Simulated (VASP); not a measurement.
A run of VASP 6.6.1 is set up as follows.

INCAR

```
ALGO     = Normal         # electronic algorithm
EDIFF    = 1E-6           # SCF threshold, eV
ENCUT    = 520            # plane-wave cutoff, eV
GGA      = CA             # functional
ISIF     = 2              # what is computed and relaxed
ISMEAR   = -1             # smearing method
LASPH    = True           # aspherical terms in the spheres
LCHARG   = False          # write CHGCAR
LREAL    = Auto         
LWAVE    = False          # write WAVECAR
NBANDS   = 78             # bands
NELM     = 100            # most SCF steps
PREC     = Accurate       # precision mode
SIGMA    = 0.05           # smearing width, eV
```

KPOINTS

```
k-points
0
Gamma
  3 3 3
```

The input POSCAR:

```
Cu8O7
1.0
    4.6837000000     -3.4226000000      0.0000000000
    4.6837000000      3.4226000000      0.0000000000
   -0.8500270000      0.0000000000      5.0578690000
Cu O
8 7
Direct
    0.0198285670      0.2518288008     -0.0144070556
    0.2425962994      0.0156121353      0.4874819810
   -0.0156120909      0.7574037450      0.0125179201
    0.2565199329      0.5125279385      0.4861345756
    0.5160031825      0.2493856987     -0.0171560394
    0.7481711548     -0.0198286115      0.5144071545
    0.4874721239      0.7434801295      0.0138655232
    0.7506142568      0.4839967731      0.5171561383
    0.2957556975      0.2386938147      0.2259495056
    0.2229037592      0.2986076101      0.7114842239
    0.2613807904      0.7386191472      0.2499999506
    0.2146643215      0.7853357409      0.7500000494
    0.7462032100      0.2537968523     -0.2499999506
    0.7613061229      0.7042442402      0.2740503955
    0.7013924523      0.7770963031      0.7885158750
```

Potentials or basis: VASP PAW LDA potentials, release 64 (Cu, O).

The run is started by

```console
$ cat potpaw_LDA.64/Cu/POTCAR potpaw_LDA.64/O/POTCAR > POTCAR
$ mpirun -np 1 vasp_std > vasp.out
```

Q: Estimate the largest force.

A: 0.117 eV/Å.

Q: What does it give for the pressure?

A: -6.0 GPa.

Stress tensor (GPa, compression positive):
```
-8.63  0.00  1.81
 0.00 -2.95  0.00
 1.81  0.00 -6.57
```

Caveat: the k points lie up to 0.41 Å⁻¹ apart.
